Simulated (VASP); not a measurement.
Crystal: Cr.

```
CELL_PARAMETERS angstrom
3.93243 0.00000 0.00000
0.00000 3.93243 0.00000
0.00000 0.00000 3.93243
ATOMIC_POSITIONS crystal
Cr 0.03000 0.03000 0.03000
Cr 0.47000 0.97000 0.53000
Cr 0.53000 0.47000 0.97000
Cr 0.97000 0.53000 0.47000
```

```yaml
Program: VASP 6.6.1
Task: relaxation of cell and atoms
Functional: PBE
Potentials_or_basis: VASP PAW PBE potentials, release 64 (Cr_pv)
Cutoff: 600 eV
k_mesh: 4 × 4 × 4
Occupations: gaussian, width 0.1 eV
Spin: no spin polarisation
```

At the start: pressure -31.6 GPa; volume 15.20 Å³/atom.

Question: Where does the relaxation end?

Answer: Over 12 steps the energy falls by 452.3 meV/atom and the volume is 11.90 Å³/atom (-21.7 %); space group Fm-3m (No. 225, to 0.05 Å).

The path:
| step | energy change (eV) | largest force (eV/Å) | pressure (GPa) | volume (Å³) |
| --- | --- | --- | --- | --- |
| 1 | 0.0000 | 0.1816 | -31.58 | 60.81 |
| 2 | 0.9246 | 1.9250 | 90.59 | 38.07 |
| 3 | -1.4749 | 0.8720 | -2.56 | 49.15 |
| 4 | -1.4799 | 0.9060 | -0.53 | 48.69 |
| 5 | -1.4802 | 0.9223 | 0.55 | 48.46 |
| 6 | -1.6069 | 0.6944 | 1.28 | 47.98 |
| 7 | -1.7838 | 0.1602 | 5.31 | 46.66 |
| 8 | -1.7147 | 0.0040 | -11.30 | 50.17 |
| 9 | -1.8046 | 0.0928 | -0.65 | 47.76 |
| 10 | -1.8046 | 0.0941 | -0.54 | 47.74 |
| 11 | -1.8072 | 0.0594 | -0.35 | 47.69 |
| 12 | -1.8090 | 0.0025 | 0.03 | 47.61 |

Final structure:
```
CELL_PARAMETERS angstrom
3.62439 0.00000 0.00000
0.00000 3.62439 0.00000
0.00000 0.00000 3.62439
ATOMIC_POSITIONS crystal
Cr 0.00010 0.00010 0.00010
Cr 0.49990 0.99990 0.50010
Cr 0.50010 0.49990 0.99990
Cr 0.99990 0.50010 0.49990
```

Caveat: the k points lie up to 0.43 Å⁻¹ apart in the final cell; the volume moved by over 15 % at a fixed basis, so the end points are rough; the run has no spin polarisation, though such a crystal can be magnetic.
